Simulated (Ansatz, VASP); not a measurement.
Two plane-wave programs on NbRu3C

The input POSCAR:

```
NbRu3C
1.0
    4.0651380000      0.0000000000      0.0000000000
    0.0000000000      4.0651380000      0.0000000000
    0.0000000000      0.0000000000      4.0651380000
Ru Nb C
3 1 1
Direct
    0.5000000000      0.5000000000      0.0000000000
    0.5000000000      0.0000000000      0.5000000000
    0.0000000000      0.5000000000      0.5000000000
    0.0000000000      0.0000000000      0.0000000000
    0.5000000000      0.5000000000      0.5000000000
```

INCAR.step1

```
  PREC = Accurate
  ENCUT = 520
  ISMEAR = -1
  SIGMA = 0.05
  LREAL = F
  LASPH = T
  NELM = 80
  NBANDS = 38
  GGA = PE
  ALGO = Normal
  EDIFF = 1E-4
  LWAVE = T
  LCHARG = F
```

Contents of INCAR.step2:

```
  PREC = Accurate
  ENCUT = 520
  EDIFF = 1E-7
  ISMEAR = -1
  SIGMA = 0.05
  LREAL = F
  LASPH = T
  NELM = 80
  ALGO = Normal
  ISIF = 2
  LWAVE = F
  LCHARG = T
  METAGGA = R2SCAN
  LMIXTAU = T
  LELF = T
  LVHAR = T
  NBANDS = 38
  ISTART = 1
```

The input KPOINTS:

```
Automatic mesh
0
Gamma
  7 7 7
```

Contents of input.yaml:

```yaml
crystal:
  lattice:
    - [4.065138, 0.0, 0.0]
    - [0.0, 4.065138, 0.0]
    - [0.0, 0.0, 4.065138]
  atoms:
    - { symbol: Ru, position: [0.5, 0.5, 0.0] }
    - { symbol: Ru, position: [0.5, 0.0, 0.5] }
    - { symbol: Ru, position: [0.0, 0.5, 0.5] }
    - { symbol: Nb, position: [0.0, 0.0, 0.0] }
    - { symbol: C, position: [0.5, 0.5, 0.5] }
hamiltonian:
  xc: r2scan
  pseudopotentials: { kind: paw }
kpoints:
  mp_grid: { grid: [7, 7, 7] }
scf:
  occupations: { method: fermi_dirac, width: 0.05 }
  n_extra_bands: 12
output:
  forces: true
  stress: true
  eigenvalues: true
  dos: { projected: true, de: 0.05, nscf_kmesh: { grid: [11, 11, 11] } }
```

Alike in both runs: functional r2SCAN; k mesh 7 × 7 × 7; occupations fermi-dirac, width 0.05 eV; no spin polarisation.

|  | VASP | Ansatz |
| --- | --- | --- |
| version | VASP 6.6.1 | Ansatz 0.2.0 |
| potentials or method | VASP PAW PBE potentials, release 64 (Ru_pv, Nb_sv, C) | Ansatz PAW |
| plane-wave cutoff (eV) | 520 | 500 |
| valence electrons in the cell | 59 | 65 |
| task | single point | projected density of states |

|  | VASP | Ansatz | Ansatz less VASP |
| --- | --- | --- | --- |
| gap on the k mesh at the Fermi level (eV) | none | none | - |
| pressure (GPa) | -6.9 | -7.5 | -0.62 |

VASP's potentials were made for PBE, not for r2SCAN. A gap of «none» marks a metal or a gap that the smearing closes. With one functional, cell and mesh, what is left measures potentials, basis and numerics. VASP's potentials hold 59 valence electrons a cell and Ansatz's 65, so a difference there can come from the potentials and not from the codes.
